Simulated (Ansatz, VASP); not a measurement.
One calculation of Hg, two programs

Contents of INCAR:

```
SYSTEM = Hg
PREC     = Accurate       ! precision mode
ENCUT    = 520            ! plane-wave cutoff, eV
EDIFF    = 1E-7           ! SCF threshold, eV
ISMEAR   = -1             ! smearing method
SIGMA    = 0.03           ! smearing width, eV
LREAL    = .False.        ! projectors in reciprocal space
LASPH    = .True.         ! aspherical terms in the spheres
NELM     = 60             ! most SCF steps
ALGO     = Normal         ! electronic algorithm
ISIF     = 2              ! what is computed and relaxed
LWAVE    = .False.        ! write WAVECAR
LCHARG   = .False.        ! write CHGCAR
GGA      = PE             ! functional
NBANDS   = 19             ! bands
```

Contents of KPOINTS:

```
regular mesh
0
Gamma
  10 10 10
  0 0 0
```

Contents of POSCAR:

```
Hg
1.0
    0.0000000000      3.8070645585      3.8070645585
    3.8070645585      0.0000000000      3.8070645585
    3.8070645585      3.8070645585      0.0000000000
Hg
2
Direct
    0.0000000000      0.0000000000      0.0000000000
    0.2500000000      0.2500000000      0.2500000000
```

Input for Ansatz:

```yaml
crystal:
  lattice:
    - [0.0, 3.8070645585, 3.8070645585]
    - [3.8070645585, 0.0, 3.8070645585]
    - [3.8070645585, 3.8070645585, 0.0]
  atoms:
    - { symbol: Hg, position: [0.0, 0.0, 0.0] }
    - { symbol: Hg, position: [0.25, 0.25, 0.25] }
kpoints:
  mp_grid: { grid: [10, 10, 10] }
scf:
  occupations: { method: fermi_dirac, width: 0.03 }
hamiltonian:
  xc: pbe
  pseudopotentials: { kind: all_electron, lapw: { basis_error: 0.0005 } }
output:
  forces: true
  stress: true
  eigenvalues: true
```

Change from the starting cell: volume scaled by 0.975.

Alike in both runs: task single point; functional PBE; k mesh 10 × 10 × 10; occupations fermi-dirac, width 0.03 eV; no spin polarisation.

```csv
,VASP,Ansatz
version,VASP 6.6.1,Ansatz 0.2.0
potentials or method,"VASP PAW PBE potentials, release 64 (Hg), cutoff 520 eV","all-electron LAPW, scalar-relativistic"
```

|  | VASP | Ansatz | Ansatz less VASP |
| --- | --- | --- | --- |
| pressure (GPa) | 0.0 | 0.0 | 0.00 |

Ansatz ran all-electron here, and VASP with PAW potentials.

Spin-orbit coupling is off throughout.
